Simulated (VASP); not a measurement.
# AlN (P6_3mc) in VASP: notebook

AlN is run at these levels: PBE; tasks: single point.

All numbers are computed with VASP 6.6.1; they aren't measurements. Logs are shortened: lines on timing, memory, paths and dates and some standing lists are left out, and cuts for length are marked.

### Step 1. The cell of the first run

The structure is hexagonal, space group P6_3mc (No. 186). The conventional cell has a = 3.284 Å, b = 3.284 Å, c = 4.467 Å, α = 90.00°, β = 90.00°, γ = 120.00°. Al (site symmetry 3m) has 4 N at 1.72 to 1.96 Å within 2.3 Å. Within 2.3 Å of N (site symmetry 3m) lie 4 Al at 1.72 to 1.96 Å.

### Step 2. Single point, PBE

File INCAR:

```
  ALGO = Normal
  EDIFF = 1E-6
  ENCUT = 520
  GGA = PE
  ISIF = 2
  ISMEAR = 0
  LASPH = T
  LCHARG = T
  LELF = T
  LREAL = F
  LVHAR = T
  LWAVE = F
  NBANDS = 16
  NELM = 80
  PREC = Accurate
  SIGMA = 0.05
```

File KPOINTS:

```
k-points
0
Gamma
  9 9 6
```

File POSCAR:

```
AlN
1.0
    3.2841829056      0.0000000000      0.0000000000
   -1.6420914528      2.8441858269      0.0000000000
    0.0000000000      0.0000000000      4.4668445894
Al N
2 2
Direct
    0.3333333333      0.6666666667      0.0000000000
    0.6666666667      0.3333333333      0.5000000000
    0.3333333333      0.6666666667      0.3850000000
    0.6666666667      0.3333333333      0.8850000000
```

Potentials or basis: VASP PAW PBE potentials, release 64 (Al, N).

Started as:

```sh
> cat potpaw_PBE.64/Al/POTCAR potpaw_PBE.64/N/POTCAR > POTCAR
> mpirun -np 1 vasp_std > vasp.out
```

OUTCAR:

```text
EDIFF = 1E-6
   ENCUT = 520
   GGA = PE
   ISIF = 2
   ISMEAR = 0
   LASPH = T
   LREAL = F
   NELM = 80
   PREC = Accurate

 ion  position               nearest neighbor table
   1  0.333  0.667  0.000-   3 1.72   4 1.96   4 1.96   4 1.96   2 2.93   2 2.93   2 2.93   2 2.93
                             2 2.93   2 2.93
   2  0.667  0.333  0.500-   4 1.72   3 1.96   3 1.96   3 1.96   1 2.93   1 2.93   1 2.93   1 2.93
                             1 2.93   1 2.93
   3  0.333  0.667  0.385-   1 1.72   2 1.96   2 1.96   2 1.96
   4  0.667  0.333  0.885-   2 1.72   1 1.96   1 1.96   1 1.96

  LATTYP: Found a hexagonal cell.
 ALAT       =     3.2841829056
 C/A-ratio  =     1.3601083490

  Lattice vectors:

 A1 = (   3.2841829056,   0.0000000000,   0.0000000000)
 A2 = (  -1.6420914528,   2.8441858269,   0.0000000000)
 A3 = (   0.0000000000,   0.0000000000,   4.4668445894)

Analysis of symmetry for initial positions (statically):
=====================================================================
 Subroutine PRICEL returns:
 Original cell was already a primitive cell.

 Routine SETGRP: Setting up the symmetry group for a
 hexagonal supercell.

 Subroutine GETGRP returns: Found 12 space group operations
 (whereof  6 operations were pure point group operations)
 out of a pool of 24 trial point group operations.

The static configuration has the point symmetry C_3v.
 The point group associated with its full space group is C_6v.

Analysis of symmetry for dynamics (positions and initial velocities):
=====================================================================
 Subroutine PRICEL returns:
 Original cell was already a primitive cell.

 Routine SETGRP: Setting up the symmetry group for a
 hexagonal supercell.

 Subroutine GETGRP returns: Found 12 space group operations
 (whereof  6 operations were pure point group operations)
 out of a pool of 24 trial point group operations.

The dynamic configuration has the point symmetry C_3v.
 The point group associated with its full space group is C_6v.

 Subroutine INISYM returns: Found 12 space group operations
 (whereof  6 operations are pure point group operations),
 and found     1 'primitive' translations

----------------------------------------------------------------------------------------

                                     Primitive cell

  volume of cell :      41.7240

[... 87 lines left out ...]
   LNONCOLLINEAR =      F non collinear calculations
   LSORBIT =      F    spin-orbit coupling
   LASPH  =      T    aspherical Exc in radial PAW
   ENCUT  =  520.0 eV  38.22 Ry    6.18 a.u.   6.11  6.11  8.31*2*pi/ulx,y,z
   NELM   =     80;   NELMIN=  2; NELMDL= -5     # of ELM steps
   EDIFF  = 0.1E-05   stopping-criterion for ELM
   LREAL  =      F    real-space projection
   EDIFFG = 0.1E-04   stopping-criterion for IOM
   NSW    =      0    number of steps for IOM
   IBRION =     -1    ionic relax: 0-MD 1-quasi-New 2-CG
   NFREE  =      0    steps in history (QN), initial steepest desc. (CG)
   ISIF   =      2    stress and relaxation
   ISYM   =      2    0-nonsym 1-usesym 2-fastsym
   POTIM  = 0.5000    time-step for ionic-motion
   TEBEG  =    0.0;   TEEND  =   0.0 temperature during run
   PSTRESS=    0.0 pullay stress
   NELECT =      16.0000    total number of electrons
   NUPDOWN=      -1.0000    fix difference up-down
   EMIN   =  10.00;   EMAX   =-10.00  energy-range for DOS
   EFERMI =   0.00;   METHOD = LEGACY
   ISMEAR =     0;   SIGMA  =   0.05  broadening in eV -4-tet -1-fermi 0-gaus
   EFERMI_NEDOS =   21; number of points for ismear=-14 and -15
   IALGO  =     38    algorithm
   IMIX   =      4    mixing-type and parameters
     AMIX     =   0.40;   BMIX     =  1.00
     AMIX_MAG =   1.60;   BMIX_MAG =  1.00
  volume/ion in A,a.u.               =      10.43        70.39
  Fermi-wavevector in a.u.,A,eV,Ry     =   1.189377  2.247596 19.247033  1.414617
  Thomas-Fermi vector in A             =   2.325485
   LORBIT       =      0    0 simple, 1 ext, 2 COOP (PROOUT), +10 PAW based schemes
   GGA     = PE    functional components
   LHFCALC =     F    Hartree Fock is set to
   AEXX    =    0.0000 exact exchange contribution
   IVDW    =     0    specifies the selected vdW correction
   LEPSILON=     F    determine dielectric tensor
   LRPA    =     F    only Hartree local field effects (RPA)
 non-spin polarized calculation
 Gauss-broadening in eV      SIGMA  =   0.05
  energy-cutoff  :      520.00
  volume of cell :       41.72
 maximum number of plane-waves:      1135
   NGX = 13   NGY = 13   NGZ = 17

 number of electron      15.9999999 magnetization

 Free energy of the ion-electron system (eV)
  ---------------------------------------------------
  ext. energy  EPLUGINS =         0.00000000
  ---------------------------------------------------
  free energy    TOTEN  =       -28.87078530 eV

  energy without entropy =      -28.87078530  energy(sigma->0) =      -28.87078530

 E-fermi :   6.7339     XC(G=0): -10.8960

 val. band max:        6.4761610771   @ k =   0.0000   0.0000   0.0000
 cond. band min:      10.2431148128   @ k =   0.0000   0.0000   0.0000
 fundamental gap:      3.7669537357
 Fermi energy:         6.7339449100

 k-point     1 :       0.0000    0.0000    0.0000
  band No.  band energies     occupation
      1      -9.0840      2.00000
      2      -6.2349      2.00000
      3       0.7057      2.00000
      4       4.6369      2.00000
      5       4.6369      2.00000
      6       5.8442      2.00000
[... 433 lines left out ...]
      3       1.2776      2.00000
      4       1.9108      2.00000
      5       1.9108      2.00000
      6       4.1263      2.00000
[... 8 lines left out ...]
     15      19.0152      0.00000
     16      20.2836      0.00000

 [... further k-points ...]
[... 5 lines left out ...]
  --------------------------------------------------------------------------------------
  -------------------------------------------------------------------------------------
  Total       -3.6177700     -3.6177700     13.9238352      0.0000000      0.0000000      0.0000000
  in kB     -138.9201970   -138.9201970    534.6669143      0.0000000      0.0000000      0.0000000
  external PRESSURE =      85.6088401 kB  Pullay stress =       0.0000000 kB

 VOLUME and BASIS-vectors are now :
 -----------------------------------------------------------------------------
  energy-cutoff  :      520.00
  volume of cell :       41.72
      direct lattice vectors                 reciprocal lattice vectors
     3.284182906  0.000000000  0.000000000     0.304489740  0.175797234  0.000000000
    -1.642091453  2.844185827  0.000000000     0.000000000  0.351594467  0.000000000
     0.000000000  0.000000000  4.466844589     0.000000000  0.000000000  0.223871679

 POSITION                                       TOTAL-FORCE (eV/Angst)
 -----------------------------------------------------------------------------------
     -0.00000      1.89612      0.00000         0.000000      0.000000     -3.225283
      1.64209      0.94806      2.23342        -0.000000      0.000000     -3.225283
     -0.00000      1.89612      1.71974         0.000000     -0.000000      3.225283
      1.64209      0.94806      3.95316        -0.000000      0.000000      3.225283
 -----------------------------------------------------------------------------------
    total drift:                               -0.000000      0.000000      0.000690

  FREE ENERGIE OF THE ION-ELECTRON SYSTEM (eV)
  ---------------------------------------------------
  free  energy   TOTEN  =       -28.8707853010 eV

  energy  without entropy=      -28.8707853010  energy(sigma->0) =      -28.87078530
```

stdout:

```text
POSCAR found type information on POSCAR AlN
 POSCAR found :  2 types and       4 ions
 scaLAPACK will be used
 LDA part: xc-table for (Slater+PW92), standard interpolation
 POSCAR, INCAR and KPOINTS ok, starting setup
 FFT: planning ... GRIDC
 FFT: planning ... GRID_SOFT
 FFT: planning ... GRID
 WAVECAR not read
 entering main loop
```

Wall time 16 s (1 thread of Intel Xeon Platinum 8488C (Sapphire Rapids), shared host); peak memory 0.16 GiB.

Results:

* Free energy: -28.8708 eV
* Pressure: 8.6 GPa
* Largest force: 3.225 eV/Å
* Band gap on the k mesh: 3.77 eV, direct

Forces in eV/Å, atoms in the order of the input:
```
Al   0.000  0.000 -3.225
Al   0.000  0.000 -3.225
N    0.000  0.000  3.225
N    0.000  0.000  3.225
```

Stress tensor (GPa, compression positive):
```
-13.89   0.00   0.00
  0.00 -13.89   0.00
  0.00   0.00  53.47
```

Levels at points of the mesh, in eV from the valence-band top:
```csv
k point,band 6,band 7,band 8,band 9,band 10,band 11
"(0.00, 0.00, 0.00)",-0.63,-0.63,0.00,3.77,5.03,9.48
"(0.00, 0.00, 0.50)",-1.26,-1.26,-1.26,5.63,5.63,9.75
```

Caveat: forces of over 1 eV/Å act on the atoms, so gaps and moduli don't describe the material at rest. A k mesh can miss the band edges.

### Step 3. Single point, PBE

This run uses another cell than the first one, of the same volume but with other edges.

File INCAR:

```
SYSTEM = AlN
  PREC = Accurate
  ENCUT = 520
  EDIFF = 1E-6
  ISMEAR = 0
  SIGMA = 0.05
  LREAL = .FALSE.
  LASPH = .TRUE.
  NELM = 100
  ALGO = Normal
  ISIF = 2
  LWAVE = .FALSE.
  LCHARG = .FALSE.
  GGA = PE
  NBANDS = 16
```

File KPOINTS:

```
Automatic mesh
0
G
  9 9 6
  0 0 0
```

File POSCAR:

```
AlN
1.0
    2.9275651106      0.0000000000      0.0000000000
   -1.4637825553      2.5353457570      0.0000000000
    0.0000000000      0.0000000000      5.6213728221
Al N
2 2
Direct
    0.3333333333      0.6666666667      0.0000000000
    0.6666666667      0.3333333333      0.5000000000
    0.3333333333      0.6666666667      0.3850000000
    0.6666666667      0.3333333333      0.8850000000
```

Potentials or basis: VASP PAW PBE potentials, release 64 (Al, N).

Started as:

```sh
> cat potpaw_PBE.64/Al/POTCAR potpaw_PBE.64/N/POTCAR > POTCAR
> mpirun -np 1 vasp_std > vasp.out
```

OUTCAR:

```text
SYSTEM = AlN
   PREC = Accurate
   ENCUT = 520
   EDIFF = 1E-6
   ISMEAR = 0
   LREAL = .FALSE.
   LASPH = .TRUE.
   NELM = 100
   ISIF = 2
   GGA = PE

 ion  position               nearest neighbor table
   1  0.333  0.667  0.000-   4 1.81   4 1.81   4 1.81   3 2.16   2 3.28   2 3.28   2 3.28   2 3.28
                             2 3.28   2 3.28
   2  0.667  0.333  0.500-   3 1.81   3 1.81   3 1.81   4 2.16   1 3.28   1 3.28   1 3.28   1 3.28
                             1 3.28   1 3.28
   3  0.333  0.667  0.385-   2 1.81   2 1.81   2 1.81   1 2.16
   4  0.667  0.333  0.885-   1 1.81   1 1.81   1 1.81   2 2.16

  LATTYP: Found a hexagonal cell.
 ALAT       =     2.9275651106
 C/A-ratio  =     1.9201529632

  Lattice vectors:

 A1 = (   2.9275651106,   0.0000000000,   0.0000000000)
 A2 = (  -1.4637825553,   2.5353457570,   0.0000000000)
 A3 = (   0.0000000000,   0.0000000000,   5.6213728221)

Analysis of symmetry for initial positions (statically):
=====================================================================
 Subroutine PRICEL returns:
 Original cell was already a primitive cell.

 Routine SETGRP: Setting up the symmetry group for a
 hexagonal supercell.

 Subroutine GETGRP returns: Found 12 space group operations
 (whereof  6 operations were pure point group operations)
 out of a pool of 24 trial point group operations.

The static configuration has the point symmetry C_3v.
 The point group associated with its full space group is C_6v.

Analysis of symmetry for dynamics (positions and initial velocities):
=====================================================================
 Subroutine PRICEL returns:
 Original cell was already a primitive cell.

 Routine SETGRP: Setting up the symmetry group for a
 hexagonal supercell.

 Subroutine GETGRP returns: Found 12 space group operations
 (whereof  6 operations were pure point group operations)
 out of a pool of 24 trial point group operations.

The dynamic configuration has the point symmetry C_3v.
 The point group associated with its full space group is C_6v.

 Subroutine INISYM returns: Found 12 space group operations
[... 121 lines left out ...]
     AMIX_MAG =   1.60;   BMIX_MAG =  1.00
  volume/ion in A,a.u.               =      10.43        70.39
  Fermi-wavevector in a.u.,A,eV,Ry     =   1.189377  2.247596 19.247033  1.414617
  Thomas-Fermi vector in A             =   2.325485
   LORBIT       =      0    0 simple, 1 ext, 2 COOP (PROOUT), +10 PAW based schemes
   GGA     = PE    functional components
   LHFCALC =     F    Hartree Fock is set to
   AEXX    =    0.0000 exact exchange contribution
   IVDW    =     0    specifies the selected vdW correction
   LEPSILON=     F    determine dielectric tensor
   LRPA    =     F    only Hartree local field effects (RPA)
 non-spin polarized calculation
 Gauss-broadening in eV      SIGMA  =   0.05
  energy-cutoff  :      520.00
  volume of cell :       41.72
 maximum number of plane-waves:      1149
 NGX is ok and might be reduce to    24

 number of electron      16.0000002 magnetization

 Free energy of the ion-electron system (eV)
  ---------------------------------------------------
  ext. energy  EPLUGINS =         0.00000000
  ---------------------------------------------------
  free energy    TOTEN  =       -28.64149145 eV

  energy without entropy =      -28.64149145  energy(sigma->0) =      -28.64149145

 E-fermi :   6.4746     XC(G=0): -10.8983

 val. band max:        6.2105922795   @ k =   0.0000   0.0000   0.0000
 cond. band min:       9.2838901183   @ k =   0.0000   0.0000   0.0000
 fundamental gap:      3.0732978388
 Fermi energy:         6.4746193406

 k-point     1 :       0.0000    0.0000    0.0000
  band No.  band energies     occupation
      1      -9.1130      2.00000
      2      -7.7144      2.00000
      3      -0.2181      2.00000
      4       5.3754      2.00000
      5       5.9476      2.00000
      6       5.9476      2.00000
[... 433 lines left out ...]
      3       1.5773      2.00000
      4       2.1424      2.00000
      5       2.1424      2.00000
      6       2.8316      2.00000
[... 8 lines left out ...]
     15      19.8191      0.00000
     16      22.0479      0.00000

 [... further k-points ...]
[... 5 lines left out ...]
  --------------------------------------------------------------------------------------
  -------------------------------------------------------------------------------------
  Total        9.6498933      9.6498933     -7.9264792      0.0000000      0.0000000      0.0000000
  in kB      370.5501103    370.5501103   -304.3720442      0.0000000      0.0000000      0.0000000
  external PRESSURE =     145.5760588 kB  Pullay stress =       0.0000000 kB

 VOLUME and BASIS-vectors are now :
 -----------------------------------------------------------------------------
  energy-cutoff  :      520.00
  volume of cell :       41.72
      direct lattice vectors                 reciprocal lattice vectors
     2.927565111  0.000000000  0.000000000     0.341580789  0.197211760  0.000000000
    -1.463782555  2.535345757  0.000000000     0.000000000  0.394423521  0.000000000
     0.000000000  0.000000000  5.621372822     0.000000000  0.000000000  0.177892488

 POSITION                                       TOTAL-FORCE (eV/Angst)
 -----------------------------------------------------------------------------------
     -0.00000      1.69023      0.00000         0.000000     -0.000000      1.040032
      1.46378      0.84512      2.81069         0.000000      0.000000      1.040032
     -0.00000      1.69023      2.16423        -0.000000      0.000000     -1.040032
      1.46378      0.84512      4.97491        -0.000000     -0.000000     -1.040032
 -----------------------------------------------------------------------------------
    total drift:                               -0.000000      0.000000     -0.000759

  FREE ENERGIE OF THE ION-ELECTRON SYSTEM (eV)
  ---------------------------------------------------
  free  energy   TOTEN  =       -28.6414914465 eV

  energy  without entropy=      -28.6414914465  energy(sigma->0) =      -28.64149145
```

Run time: 18 s. Hardware: 1 thread of Intel Xeon Platinum 8488C (Sapphire Rapids), shared host; peak memory 0.17 GiB.

What came out:

```
Free energy            : -28.6415 eV
Pressure               : 14.6 GPa
Largest force          : 1.040 eV/Å
Band gap on the k mesh : 3.07 eV, direct
```

Forces in eV/Å, atoms in the order of the input:
```
Al   0.000  0.000  1.040
Al   0.000  0.000  1.040
N    0.000  0.000 -1.040
N    0.000  0.000 -1.040
```

Levels at points of the mesh, in eV from the valence-band top:
| k point | band 5 | band 6 | band 7 | band 8 | band 9 | band 10 | band 11 | band 12 |
| --- | --- | --- | --- | --- | --- | --- | --- | --- |
| (0.00, 0.00, 0.00) | -0.26 | -0.26 | 0.00 | 0.00 | 3.07 | 8.37 | 9.59 | 11.06 |
| (0.00, 0.00, 0.50) | -0.13 | -0.13 | -0.13 | -0.13 | 6.45 | 6.45 | 10.03 | 10.03 |

Caveat: forces of over 1 eV/Å act on the atoms, so gaps and moduli don't describe the material at rest.
